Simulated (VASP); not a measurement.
# GaMo in VASP: notebook

The runs below take GaMo through single point, with PBE.

All numbers are computed with VASP 6.6.1; they aren't measurements. Logs are shortened: lines on timing, memory, paths and dates and some standing lists are left out, and cuts for length are marked.

### Step 1. The cell of the first run

The typed cell holds 2 atoms: a = 2.932 Å, b = 2.932 Å, c = 3.560 Å, α = 90.00°, β = 90.00°, γ = 90.00°.

### Step 2. Single point, PBE

INCAR

```
ALGO = Normal
EDIFF = 1E-6
ENCUT = 520
GGA = PE
ISIF = 2
ISMEAR = 0
LASPH = T
LCHARG = F
LREAL = F
LWAVE = F
NBANDS = 20
NELM = 100
PREC = Accurate
SIGMA = 0.2
```

KPOINTS

```
k-points
0
Gamma
  7 7 4
```

POSCAR

```
GaMo
1.0
    2.9317939609      0.0000000000      0.0000000000
    0.0000000000      2.9317939609      0.0000000000
    0.0000000000      0.0000000000      3.5600003237
Ga Mo
1 1
Direct
    0.0000000000      0.0000000000      0.7743129146
    0.5000000000      0.5000000000      0.2743718554
```

Potentials or basis: VASP PAW PBE potentials, release 64 (Ga_d, Mo_sv).

On the command line:

```
cat potpaw_PBE.64/Ga_d/POTCAR potpaw_PBE.64/Mo_sv/POTCAR > POTCAR
mpirun -np 1 vasp_std > vasp.out
```

OUTCAR:

```text
EDIFF = 1E-6
   ENCUT = 520
   GGA = PE
   ISIF = 2
   ISMEAR = 0
   LASPH = T
   LREAL = F
   NELM = 100
   PREC = Accurate

 ion  position               nearest neighbor table
   1  0.000  0.000  0.774-   2 2.73   2 2.73   2 2.73   2 2.73   2 2.73   2 2.73   2 2.73   2 2.73

   2  0.500  0.500  0.274-   1 2.73   1 2.73   1 2.73   1 2.73   1 2.73   1 2.73   1 2.73   1 2.73

  LATTYP: Found a simple tetragonal cell.
 ALAT       =     2.9317939609
 C/A-ratio  =     1.2142737079

  Lattice vectors:

 A1 = (   2.9317939609,   0.0000000000,   0.0000000000)
 A2 = (   0.0000000000,   2.9317939609,   0.0000000000)
 A3 = (   0.0000000000,   0.0000000000,   3.5600003237)

Analysis of symmetry for initial positions (statically):
=====================================================================
 Subroutine PRICEL returns:
 Original cell was already a primitive cell.

 Routine SETGRP: Setting up the symmetry group for a
 simple tetragonal supercell.

 Subroutine GETGRP returns: Found  8 space group operations
 (whereof  8 operations were pure point group operations)
 out of a pool of 16 trial point group operations.

The static configuration has the point symmetry C_4v.

Analysis of symmetry for dynamics (positions and initial velocities):
=====================================================================
 Subroutine PRICEL returns:
 Original cell was already a primitive cell.

 Routine SETGRP: Setting up the symmetry group for a
 simple tetragonal supercell.

 Subroutine GETGRP returns: Found  8 space group operations
 (whereof  8 operations were pure point group operations)
 out of a pool of 16 trial point group operations.

The dynamic configuration has the point symmetry C_4v.

 Subroutine INISYM returns: Found  8 space group operations
 (whereof  8 operations are pure point group operations),
 and found     1 'primitive' translations

----------------------------------------------------------------------------------------

                                     Primitive cell

  volume of cell :      30.5997

  direct lattice vectors                    reciprocal lattice vectors
     2.931793961  0.000000000  0.000000000     0.341088089  0.000000000  0.000000000
     0.000000000  2.931793961  0.000000000     0.000000000  0.341088089  0.000000000
     0.000000000  0.000000000  3.560000324     0.000000000  0.000000000  0.280898851

  length of vectors
     2.931793961  2.931793961  3.560000324     0.341088089  0.341088089  0.280898851

  position of ions in fractional coordinates (direct lattice)
     0.000000000  0.000000000  0.774312915
     0.500000000  0.500000000  0.274371855

  ion indices of the primitive-cell ions
   primitive index   ion index
                 1           1
                 2           2

----------------------------------------------------------------------------------------

 KPOINTS: k-points

Automatic generation of k-mesh.
 Grid dimensions read from file:
 generate k-points for:    7    7    4

 Generating k-lattice:

  Cartesian coordinates                     Fractional coordinates (reciprocal lattice)
     0.048726870  0.000000000  0.000000000     0.142857143  0.000000000  0.000000000
     0.000000000  0.048726870  0.000000000     0.000000000  0.142857143  0.000000000
     0.000000000  0.000000000  0.070224713     0.000000000  0.000000000  0.250000000

  Length of vectors
     0.048726870  0.048726870  0.070224713

  Shift w.r.t. Gamma in fractional coordinates (k-lattice)
     0.000000000  0.000000000  0.000000000

 Subroutine IBZKPT returns following result:
 ===========================================

 Found     30 irreducible k-points:

 Following reciprocal coordinates:
            Coordinates               Weight
  0.000000  0.000000  0.000000      1.000000
  0.142857  0.000000  0.000000      4.000000
  0.285714  0.000000  0.000000      4.000000
  0.428571  0.000000  0.000000      4.000000
  0.142857  0.142857  0.000000      4.000000
  0.285714  0.142857  0.000000      8.000000
[... 16 lines left out ...]
  0.285714  0.000000  0.500000      4.000000
  0.428571  0.000000  0.500000      4.000000
 [... further k-points ...]
   k-points           NKPTS =     30   k-points in BZ     NKDIM =     30   number of bands    NBANDS=     20
   number of dos      NEDOS =    301   number of ions     NIONS =      2
   total plane-waves  NPLWV =  16128
   dimension x,y,z NGX =    24 NGY =   24 NGZ =   28
   dimension x,y,z NGXF=    48 NGYF=   48 NGZF=   56
   ions per type =               1   1
   NGX,Y,Z   is equivalent  to a cutoff of  13.61, 13.61, 13.08 a.u.
   NGXF,Y,Z  is equivalent  to a cutoff of  27.22, 27.22, 26.15 a.u.
 SYSTEM =  unknown system
   PREC   = accura    normal or accurate (medium, high low for compatibility)
   ISTART =      0    job   : 0-new  1-cont  2-samecut
   ICHARG =      2    charge: 1-file 2-atom 10-const
   ISPIN  =      1    spin polarized calculation?
   LNONCOLLINEAR =      F non collinear calculations
   LSORBIT =      F    spin-orbit coupling
   LASPH  =      T    aspherical Exc in radial PAW
   ENCUT  =  520.0 eV  38.22 Ry    6.18 a.u.   5.45  5.45  6.62*2*pi/ulx,y,z
   NELM   =    100;   NELMIN=  2; NELMDL= -5     # of ELM steps
   EDIFF  = 0.1E-05   stopping-criterion for ELM
   LREAL  =      F    real-space projection
   EDIFFG = 0.1E-04   stopping-criterion for IOM
   NSW    =      0    number of steps for IOM
   IBRION =     -1    ionic relax: 0-MD 1-quasi-New 2-CG
   NFREE  =      0    steps in history (QN), initial steepest desc. (CG)
   ISIF   =      2    stress and relaxation
   ISYM   =      2    0-nonsym 1-usesym 2-fastsym
   POTIM  = 0.5000    time-step for ionic-motion
   TEBEG  =    0.0;   TEEND  =   0.0 temperature during run
   PSTRESS=    0.0 pullay stress
   NELECT =      27.0000    total number of electrons
   NUPDOWN=      -1.0000    fix difference up-down
   EMIN   =  10.00;   EMAX   =-10.00  energy-range for DOS
   EFERMI =   0.00;   METHOD = LEGACY
   ISMEAR =     0;   SIGMA  =   0.20  broadening in eV -4-tet -1-fermi 0-gaus
   EFERMI_NEDOS =   21; number of points for ismear=-14 and -15
   IALGO  =     38    algorithm
   IMIX   =      4    mixing-type and parameters
     AMIX     =   0.40;   BMIX     =  1.00
     AMIX_MAG =   1.60;   BMIX_MAG =  1.00
  volume/ion in A,a.u.               =      15.30       103.25
  Fermi-wavevector in a.u.,A,eV,Ry     =   1.570208  2.967262 33.545876  2.465552
  Thomas-Fermi vector in A             =   2.671975
   LORBIT       =      0    0 simple, 1 ext, 2 COOP (PROOUT), +10 PAW based schemes
   GGA     = PE    functional components
   LHFCALC =     F    Hartree Fock is set to
   AEXX    =    0.0000 exact exchange contribution
   IVDW    =     0    specifies the selected vdW correction
   LEPSILON=     F    determine dielectric tensor
   LRPA    =     F    only Hartree local field effects (RPA)
 non-spin polarized calculation
 Gauss-broadening in eV      SIGMA  =   0.20
  energy-cutoff  :      520.00
  volume of cell :       30.60
 maximum number of plane-waves:       845
 NGX is ok and might be reduce to    24

 number of electron      26.9999985 magnetization

 Free energy of the ion-electron system (eV)
  ---------------------------------------------------
  ext. energy  EPLUGINS =         0.00000000
  ---------------------------------------------------
  free energy    TOTEN  =       -13.54221465 eV

  energy without entropy =      -13.50565238  energy(sigma->0) =      -13.52393352

 E-fermi :  10.0765     XC(G=0): -12.8292

 val. band max:       10.0183694010   @ k =   0.4286   0.2857   0.2500
 cond. band min:      10.1076423090   @ k =   0.2857   0.2857   0.2500
 fundamental gap:      0.0892729080
 Fermi energy:        10.0764963977

 k-point     1 :       0.0000    0.0000    0.0000
  band No.  band energies     occupation
      1     -50.8265      2.00000
      2     -24.9376      2.00000
      3     -24.6611      2.00000
      4     -24.6611      2.00000
      5      -4.8069      2.00000
      6      -4.7139      2.00000
[... 12 lines left out ...]
     19      19.4940      0.00000
     20      22.8137      0.00000

 k-point     2 :       0.1429    0.0000    0.0000
  band No.  band energies     occupation
      1     -50.8170      2.00000
      2     -24.9269      2.00000
      3     -24.7629      2.00000
      4     -24.6524      2.00000
      5      -4.7748      2.00000
      6      -4.6853      2.00000
[... 12 lines left out ...]
     19      19.6073      0.00000
     20      22.6635      0.00000

 k-point     3 :       0.2857    0.0000    0.0000
  band No.  band energies     occupation
      1     -50.7956      2.00000
      2     -24.9865      2.00000
      3     -24.9030      2.00000
      4     -24.6328      2.00000
      5      -4.7324      2.00000
      6      -4.6109      2.00000
[... 12 lines left out ...]
     19      19.0796      0.00000
     20      21.9371      0.00000

 k-point     4 :       0.4286    0.0000    0.0000
  band No.  band energies     occupation
      1     -50.7784      2.00000
      2     -25.1611      2.00000
      3     -24.8837      2.00000
      4     -24.6170      2.00000
      5      -4.7104      2.00000
      6      -4.6376      2.00000
[... 12 lines left out ...]
     19      21.1197      0.00000
     20      21.3201      0.00000

 k-point     5 :       0.1429    0.1429    0.0000
  band No.  band energies     occupation
      1     -50.8076      2.00000
      2     -24.9163      2.00000
      3     -24.7580      2.00000
      4     -24.7483      2.00000
      5      -4.7317      2.00000
      6      -4.6699      2.00000
[... 12 lines left out ...]
     19      19.7737      0.00000
     20      24.8522      0.00000

 k-point     6 :       0.2857    0.1429    0.0000
  band No.  band energies     occupation
      1     -50.7863      2.00000
      2     -24.9746      2.00000
      3     -24.8923      2.00000
      4     -24.7310      2.00000
      5      -4.6817      2.00000
      6      -4.6193      2.00000
[... 12 lines left out ...]
     19      19.2504      0.00000
     20      23.9030      0.00000

 k-point     7 :       0.4286    0.1429    0.0000
  band No.  band energies     occupation
      1     -50.7692      2.00000
      2     -25.1475      2.00000
      3     -24.8730      2.00000
      4     -24.7134      2.00000
      5      -4.6639      2.00000
      6      -4.6475      2.00000
[... 12 lines left out ...]
     19      18.5023      0.00000
     20      21.1603      0.00000
[... 277 lines left out ...]
 k-point    20 :       0.4286    0.4286    0.2500
  band No.  band energies     occupation
      1     -50.7298      2.00000
      2     -25.0891      2.00000
      3     -25.0866      2.00000
      4     -24.8661      2.00000
      5      -4.7360      2.00000
      6      -4.6677      2.00000
[... 12 lines left out ...]
     19      18.3636      0.00000
     20      19.7272      0.00000

 k-point    21 :       0.0000    0.0000    0.5000
  band No.  band energies     occupation
      1     -50.8220      2.00000
      2     -25.0290      2.00000
      3     -24.6565      2.00000
      4     -24.6565      2.00000
      5      -4.7883      2.00000
      6      -4.6270      2.00000
[... 12 lines left out ...]
     19      21.2866      0.00000
     20      21.3202      0.00000

 k-point    22 :       0.1429    0.0000    0.5000
  band No.  band energies     occupation
      1     -50.8126      2.00000
      2     -25.0155      2.00000
      3     -24.7561      2.00000
      4     -24.6475      2.00000
      5      -4.7599      2.00000
      6      -4.6030      2.00000
[... 12 lines left out ...]
     19      20.8163      0.00000
     20      21.0502      0.00000

 k-point    23 :       0.2857    0.0000    0.5000
  band No.  band energies     occupation
      1     -50.7914      2.00000
      2     -24.9849      2.00000
      3     -24.9753      2.00000
      4     -24.6274      2.00000
      5      -4.7193      2.00000
      6      -4.6577      2.00000
[... 12 lines left out ...]
     19      20.4112      0.00000
     20      21.6598      0.00000

 k-point    24 :       0.4286    0.0000    0.5000
  band No.  band energies     occupation
      1     -50.7743      2.00000
      2     -25.1467      2.00000
      3     -24.9602      2.00000
      4     -24.6112      2.00000
      5      -4.7138      2.00000
      6      -4.7012      2.00000
[... 12 lines left out ...]
     19      19.7910      0.00000
     20      22.9867      0.00000

 [... further k-points ...]
[... 5 lines left out ...]
  --------------------------------------------------------------------------------------
  -------------------------------------------------------------------------------------
  Total        0.0527837      0.0527837      0.0750679      0.0000000      0.0000000      0.0000000
  in kB        2.7637161      2.7637161      3.9305031      0.0000000      0.0000000      0.0000000
  external PRESSURE =       3.1526451 kB  Pullay stress =       0.0000000 kB

 VOLUME and BASIS-vectors are now :
 -----------------------------------------------------------------------------
  energy-cutoff  :      520.00
  volume of cell :       30.60
      direct lattice vectors                 reciprocal lattice vectors
     2.931793961  0.000000000  0.000000000     0.341088089  0.000000000  0.000000000
     0.000000000  2.931793961  0.000000000     0.000000000  0.341088089  0.000000000
     0.000000000  0.000000000  3.560000324     0.000000000  0.000000000  0.280898851

 POSITION                                       TOTAL-FORCE (eV/Angst)
 -----------------------------------------------------------------------------------
      0.00000      0.00000      2.75655         0.000000     -0.000000      0.001944
      1.46590      1.46590      0.97676         0.000000      0.000000     -0.001944
 -----------------------------------------------------------------------------------
    total drift:                                0.000000     -0.000000     -0.000330

  FREE ENERGIE OF THE ION-ELECTRON SYSTEM (eV)
  ---------------------------------------------------
  free  energy   TOTEN  =       -13.5422146466 eV

  energy  without entropy=      -13.5056523837  energy(sigma->0) =      -13.52393352
```

It took 28 s on 1 thread of AMD EPYC 7R13, shared host; peak memory 0.12 GiB.

What came out:

- Free energy: -13.5422 eV
- Pressure: 0.3 GPa

Levels at points of the mesh, in eV from the Fermi level:
```csv
k point,band 9,band 10,band 11,band 12,band 13,band 14,band 15,band 16,band 17,band 18
"(0.00, 0.00, 0.00)",-14.58,-10.57,-3.01,-2.95,1.09,1.09,1.40,2.06,6.25,6.25
"(0.00, 0.00, 0.50)",-14.58,-8.13,-6.17,-2.80,-0.30,-0.30,0.73,2.07,9.34,11.21
```

Caveat: the k points lie up to 0.44 Å⁻¹ apart.

### Step 3. Single point, PBE

This run uses another cell than the first one, of 15.40 Å³/atom, 1.006 times its volume.

INCAR

```
PREC     = Accurate       # precision mode
ENCUT    = 520            # plane-wave cutoff, eV
EDIFF    = 1E-7           # SCF threshold, eV
ISMEAR   = 0              # smearing method
SIGMA    = 0.2            # smearing width, eV
LREAL    = F              # projectors in reciprocal space
LASPH    = T              # aspherical terms in the spheres
NELM     = 80             # most SCF steps
ALGO     = Normal         # electronic algorithm
ISIF     = 2              # what is computed and relaxed
LWAVE    = F              # write WAVECAR
LCHARG   = T              # write CHGCAR
GGA      = PE             # functional
LELF     = T              # ELF
LVHAR    = T            
NBANDS   = 20             # bands
```

KPOINTS

```
regular mesh
0
Gamma
  6 6 5
```

POSCAR

```
GaMo
1.0
    2.7254598953      0.0000000000      0.0000000000
    0.0000000000      2.7254598953      0.0000000000
    0.0000000000      0.0000000000      4.1451140449
Ga Mo
1 1
Direct
    0.5000000000      0.5000000000      0.5000000000
    0.0000000000      0.0000000000      0.0000000000
```

Potentials or basis: VASP PAW PBE potentials, release 64 (Ga_d, Mo_sv).

On the command line:

```
cat potpaw_PBE.64/Ga_d/POTCAR potpaw_PBE.64/Mo_sv/POTCAR > POTCAR
mpirun -np 1 vasp_std > vasp.out
```

Wall time 26 s (1 thread of AMD EPYC 7R13, shared host); peak memory 0.12 GiB.

It converged, with:

| Item | Value |
| --- | --- |
| Free energy | -13.5704 eV |
| Pressure | 0.3 GPa |

Stress tensor (GPa, compression positive):
```
0.13 0.00 0.00
0.00 0.13 0.00
0.00 0.00 0.51
```

Levels at points of the mesh, in eV from the Fermi level:
```csv
k point,band 10,band 11,band 12,band 13,band 14,band 15,band 16,band 17
"(0.00, 0.00, 0.00)",-11.04,-4.02,-3.75,-1.47,1.19,1.19,2.78,6.04
"(0.50, 0.00, 0.00)",-5.98,-5.83,-4.32,-2.83,0.04,1.62,4.55,5.22
"(0.50, 0.50, 0.00)",-5.77,-2.02,-2.02,-1.01,-1.01,-0.89,2.69,4.52
```

Caveat: the k points lie up to 0.38 Å⁻¹ apart.

### Step 4. Single point, PBE

This run uses another cell than the first one: it holds 4 atoms, not 2.

INCAR

```
SYSTEM = GaMo
PREC = Accurate
ENCUT = 520
EDIFF = 1E-6
ISMEAR = 0
SIGMA = 0.2
LREAL = .FALSE.
LASPH = .TRUE.
NELM = 80
ALGO = Normal
ISIF = 2
LWAVE = .FALSE.
LCHARG = .TRUE.
GGA = PE
LELF = .TRUE.
LVHAR = .TRUE.
NBANDS = 35
```

KPOINTS

```
Automatic mesh
0
G
  5 5 4
  0 0 0
```

POSCAR

```
GaMo
1.0
    3.8681250161      0.0000000000      0.0000000000
    0.0000000000      3.8681250161      0.0000000000
    0.0000000000      0.0000000000      4.1135836599
Ga Mo
2 2
Direct
    0.0000000000      0.5000000000      1.0000090533
    0.5000000000      0.0000000000     -0.0000090533
    0.0000000000      0.0000000000      0.5000000000
    0.5000000000      0.5000000000      0.5000000000
```

On the command line:

```
cat potpaw_PBE.64/Ga_d/POTCAR potpaw_PBE.64/Mo_sv/POTCAR > POTCAR
mpirun -np 1 vasp_std > vasp.out
```

It took 17 s on 1 thread of Intel Xeon 6975P-C (Granite Rapids), shared host; peak memory 0.18 GiB.

The run converged. Its results:

```
Free energy            : -27.1692 eV
Pressure               : 0.5 GPa
Band gap on the k mesh : zero (band 27 reaches 10.94 eV, above the bottom of band 28 at 9.42 eV)
```

Stress tensor (GPa, compression positive):
```
 0.89  0.00  0.00
 0.00  0.89  0.00
 0.00  0.00 -0.28
```

Levels at points of the mesh, in eV from the Fermi level:
```tsv
k point	band 24	band 25	band 26	band 27	band 28	band 29	band 30	band 31
(0.00, 0.00, 0.00)	-2.06	-1.47	-1.18	-1.18	-1.03	1.11	1.11	2.61
(0.00, 0.00, 0.50)	-3.71	-1.80	-0.85	0.49	0.49	0.80	2.71	4.21
```

Caveat: the k points lie up to 0.38 Å⁻¹ apart.

### Step 5. Summary

```tsv
cell	k mesh	gap on the mesh (eV)	pressure (GPa)
a = 2.932, b = 2.932, c = 3.560 Å, 2 atoms	7 × 7 × 4	none	0.3
a = 2.725, b = 2.725, c = 4.145 Å, 2 atoms	6 × 6 × 5	none	0.3
a = 3.868, b = 3.868, c = 4.114 Å, 4 atoms	5 × 5 × 4	none	0.5
```

Alike in all rows: task single point; level PBE; potentials or basis VASP PAW PBE potentials, release 64 (Ga_d, Mo_sv); no spin polarisation; cutoff (eV) 520; smearing gaussian 0.2 eV.

Caveats: all runs use coarse meshes.

Absolute energies hang on the potentials; compare differences alone.
